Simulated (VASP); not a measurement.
# Cd (Fd-3m) in VASP: further runs, part 2 of 2

VASP 6.6.1. The steps go on from the part before.

## Step 5: Relaxation of cell and atoms, LDA, target pressure 45 GPa, at which the enthalpy is minimised

INCAR reads:

```
  PREC = Accurate
  ENCUT = 600
  EDIFF = 1E-7
  ISMEAR = 0
  SIGMA = 0.05
  LREAL = False
  LASPH = True
  NELM = 80
  ALGO = Normal
  ISIF = 3
  LWAVE = False
  LCHARG = False
  GGA = CA
  IBRION = 2
  NSW = 80
  EDIFFG = -0.03
  PSTRESS = 450.0
```

KPOINTS reads:

```
Automatic mesh
0
Gamma
  6 6 6
```

POSCAR reads:

```
Cd
1.0
    0.0000000000      3.0400000000      3.0400000000
    3.0400000000      0.0000000000      3.0400000000
    3.0400000000      3.0400000000      0.0000000000
Cd
2
Direct
    0.0000000000      0.0000000000      0.0000000000
    0.2500000000      0.2500000000      0.2500000000
```

Potentials or basis: VASP PAW LDA potentials, release 64 (Cd).

Command:

```sh
cat potpaw_LDA.64/Cd/POTCAR > POTCAR
mpirun -np 1 vasp_std > vasp.out
```

OUTCAR:

```text
PREC = Accurate
   ENCUT = 600
   EDIFF = 1E-7
   ISMEAR = 0
   LREAL = False
   LASPH = True
   NELM = 80
   ISIF = 3
   GGA = CA
   IBRION = 2
   NSW = 80
   EDIFFG = -0.03
   PSTRESS = 450.0

 ion  position               nearest neighbor table
   1  0.000  0.000  0.000-   2 2.63   2 2.63   2 2.63   2 2.63
   2  0.250  0.250  0.250-   1 2.63   1 2.63   1 2.63   1 2.63

  LATTYP: Found a face centered cubic cell.
 ALAT       =     6.0800000000

  Lattice vectors:

 A1 = (   0.0000000000,   3.0400000000,   3.0400000000)
 A2 = (   3.0400000000,   0.0000000000,   3.0400000000)
 A3 = (   3.0400000000,   3.0400000000,   0.0000000000)

Analysis of symmetry for initial positions (statically):
=====================================================================
 Subroutine PRICEL returns:
 Original cell was already a primitive cell.

 Routine SETGRP: Setting up the symmetry group for a
 face centered cubic supercell.

 Subroutine GETGRP returns: Found 48 space group operations
 (whereof 24 operations were pure point group operations)
 out of a pool of 48 trial point group operations.

The static configuration has the point symmetry T_d .
 The point group associated with its full space group is O_h .

Analysis of symmetry for dynamics (positions and initial velocities):
=====================================================================
 Subroutine PRICEL returns:
 Original cell was already a primitive cell.

 Routine SETGRP: Setting up the symmetry group for a
 face centered cubic supercell.

 Subroutine GETGRP returns: Found 48 space group operations
 (whereof 24 operations were pure point group operations)
 out of a pool of 48 trial point group operations.

The dynamic configuration has the point symmetry T_d .
 The point group associated with its full space group is O_h .

 Subroutine INISYM returns: Found 48 space group operations
 (whereof 24 operations are pure point group operations),
 and found     1 'primitive' translations

----------------------------------------------------------------------------------------

                                     Primitive cell

[... 73 lines left out ...]
   ISTART =      0    job   : 0-new  1-cont  2-samecut
   ICHARG =      2    charge: 1-file 2-atom 10-const
   ISPIN  =      1    spin polarized calculation?
   LNONCOLLINEAR =      F non collinear calculations
   LSORBIT =      F    spin-orbit coupling
   LASPH  =      T    aspherical Exc in radial PAW
   ENCUT  =  600.0 eV  44.10 Ry    6.64 a.u.   8.59  8.59  8.59*2*pi/ulx,y,z
   NELM   =     80;   NELMIN=  2; NELMDL= -5     # of ELM steps
   EDIFF  = 0.1E-06   stopping-criterion for ELM
   LREAL  =      F    real-space projection
   EDIFFG = -.3E-01   stopping-criterion for IOM
   NSW    =     80    number of steps for IOM
   IBRION =      2    ionic relax: 0-MD 1-quasi-New 2-CG
   NFREE  =      1    steps in history (QN), initial steepest desc. (CG)
   ISIF   =      3    stress and relaxation
   ISYM   =      2    0-nonsym 1-usesym 2-fastsym
   POTIM  = 0.5000    time-step for ionic-motion
   TEBEG  =    0.0;   TEEND  =   0.0 temperature during run
   PSTRESS=  450.0 pullay stress
   NELECT =      24.0000    total number of electrons
   NUPDOWN=      -1.0000    fix difference up-down
   EMIN   =  10.00;   EMAX   =-10.00  energy-range for DOS
   EFERMI =   0.00;   METHOD = LEGACY
   ISMEAR =     0;   SIGMA  =   0.05  broadening in eV -4-tet -1-fermi 0-gaus
   EFERMI_NEDOS =   21; number of points for ismear=-14 and -15
   IALGO  =     38    algorithm
   IMIX   =      4    mixing-type and parameters
     AMIX     =   0.40;   BMIX     =  1.00
     AMIX_MAG =   1.60;   BMIX_MAG =  1.00
  volume/ion in A,a.u.               =      28.09       189.59
  Fermi-wavevector in a.u.,A,eV,Ry     =   1.232901  2.329846 20.681478  1.520046
  Thomas-Fermi vector in A             =   2.367653
   LORBIT       =      0    0 simple, 1 ext, 2 COOP (PROOUT), +10 PAW based schemes
   GGA     = CA    functional components
   LHFCALC =     F    Hartree Fock is set to
   AEXX    =    0.0000 exact exchange contribution
   IVDW    =     0    specifies the selected vdW correction
   LEPSILON=     F    determine dielectric tensor
   LRPA    =     F    only Hartree local field effects (RPA)
 conjugate gradient relaxation of ions
 non-spin polarized calculation
 Gauss-broadening in eV      SIGMA  =   0.05
  energy-cutoff  :      600.00
  volume of cell :       56.19
 maximum number of plane-waves:      1895
 NGX is ok and might be reduce to    36
   NGX = 17   NGY = 17   NGZ = 17

--------------------------------------- Ionic step        1  -------------------------------------------

 number of electron      23.9999999 magnetization

 Free energy of the ion-electron system (eV)
  ---------------------------------------------------
  ext. energy  EPLUGINS =         0.00000000
  ---------------------------------------------------
  free energy    TOTEN  =        -1.85984262 eV

  energy without entropy =       -1.85569754  energy(sigma->0) =       -1.85777008

 E-fermi :   1.0663     XC(G=0):  -9.7665

 val. band max:        1.0579755130   @ k =  -0.3333   0.5000   0.1667
 cond. band min:       1.1244354183   @ k =   0.5000   0.3333   0.0000
 fundamental gap:      0.0664599053
 Fermi energy:         1.0663022524
[... 916 lines left out ...]
--------------------------------------- Ionic step        9  -------------------------------------------

 number of electron      24.0000003 magnetization

 Free energy of the ion-electron system (eV)
  ---------------------------------------------------
  ext. energy  EPLUGINS =         0.00000000
  ---------------------------------------------------
  free energy    TOTEN  =         0.05584300 eV

  energy without entropy =        0.05834289  energy(sigma->0) =        0.05709294

 E-fermi :   3.0578     XC(G=0): -11.4194

 val. band max:        3.0224779246   @ k =   0.5000   0.3333   0.0000
 cond. band min:       3.1222159494   @ k =  -0.3333   0.3333   0.1667
 fundamental gap:      0.0997380248
 Fermi energy:         3.0577613638
[... 335 lines left out ...]
  energy  without entropy=        0.0583428890  energy(sigma->0) =        0.05709294

  enthalpy is  TOTEN    =        11.4655754086 eV   P V=       11.4097324099

 reached required accuracy - stopping structural energy minimisation
```

OSZICAR:

```text
N       E                     dE             d eps       ncg     rms          rms(c)
DAV:   1     0.186026359658E+03    0.18603E+03   -0.14262E+04   512   0.163E+03
DAV:   2     0.228936472017E+01   -0.18374E+03   -0.17857E+03   512   0.385E+02
DAV:   3    -0.199180054359E+01   -0.42812E+01   -0.42760E+01   600   0.705E+01
[... 88 lines left out ...]
DAV:   3     0.557745098658E-01    0.40121E-03   -0.93986E-04   600   0.391E-01    0.142E-01
DAV:   4     0.558430074925E-01    0.68498E-04   -0.84912E-05   552   0.931E-02    0.132E-02
DAV:   5     0.558431957961E-01    0.18830E-06   -0.42874E-06   536   0.256E-02    0.576E-03
DAV:   6     0.558429919988E-01   -0.20380E-06   -0.31355E-07   456   0.682E-03    0.114E-03
DAV:   7     0.558429987118E-01    0.67130E-08   -0.12337E-08   256   0.109E-03
   9 F= 0.11465575E+02 E0= 0.11466825E+02  d E =-.863864E-04
```

Wall time 3.1 min (1 thread of Intel Xeon 8259CL, shared host); peak memory 0.19 GiB.

Results:

* Free energy: 0.0558 eV
* Relaxed volume: 20.31 Å³/atom
* Relaxed cell: a = 3.859 Å, b = 3.859 Å, c = 3.859 Å, α = 60.00°, β = 60.00°, γ = 60.00°
* Space group after relaxing (to 0.1 Å): Fd-3m (No. 227)
* Energy change on relaxing (the run minimises the enthalpy): +957.8 meV/atom
* Ionic steps: 9
* Pressure after relaxing: 45.0 GPa
* Band gap on the k mesh: zero (bands 12 and 13 overlap by 9.04 eV)

The path:
| step | energy change (eV) | largest force (eV/Å) | pressure (GPa) | volume (Å³) |
| --- | --- | --- | --- | --- |
| 1 | 0.0000 | 0.0000 | 5.35 | 56.19 |
| 2 | 52.8351 | 0.0000 | 1312.15 | 16.50 |
| 3 | 0.2729 | 0.0000 | 12.14 | 50.92 |
| 4 | 0.6103 | 0.0000 | 19.49 | 47.45 |
| 5 | 2.2340 | 0.0000 | 51.21 | 39.56 |
| 6 | 1.8594 | 0.0000 | 43.89 | 40.83 |
| 7 | 1.9359 | 0.0000 | 45.39 | 40.55 |
| 8 | 1.8657 | 0.0000 | 44.02 | 40.80 |
| 9 | 1.9157 | 0.0000 | 45.00 | 40.62 |

Final structure:
```
CELL_PARAMETERS angstrom
0.00000 2.72844 2.72844
2.72844 0.00000 2.72844
2.72844 2.72844 0.00000
ATOMIC_POSITIONS crystal
Cd 0.00000 0.00000 0.00000
Cd 0.25000 0.25000 0.25000
```

Caveat: the cell is relaxed towards a set pressure, so the run minimises the enthalpy, not the energy; the volume moved by over 15 % at a fixed basis, so the end points are rough.

## Step 6: Overview

| cell | gap on the mesh (eV) | pressure (GPa) |
| --- | --- | --- |
| relaxed | none | 0.0 |
| relaxed to 15 GPa | none | 15.0 |
| relaxed to 30 GPa | none | 30.0 |
| relaxed to 45 GPa | none | 45.0 |

Alike in all rows: task relaxation of cell and atoms; level LDA; potentials or basis VASP PAW LDA potentials, release 64 (Cd); no spin polarisation; k mesh 6 × 6 × 6; cutoff (eV) 600; smearing gaussian 0.05 eV.

Caveats: the volume moved by over 15 % at a fixed basis, so the end points are rough (at least some runs); the cell is relaxed towards a set pressure, so the run minimises the enthalpy, not the energy (at least some runs).

Total energies depend on the potentials used, so only differences within one code and one set of settings carry meaning.

The gap in the log of VASP goes by the Fermi energy; the results here count the filled bands.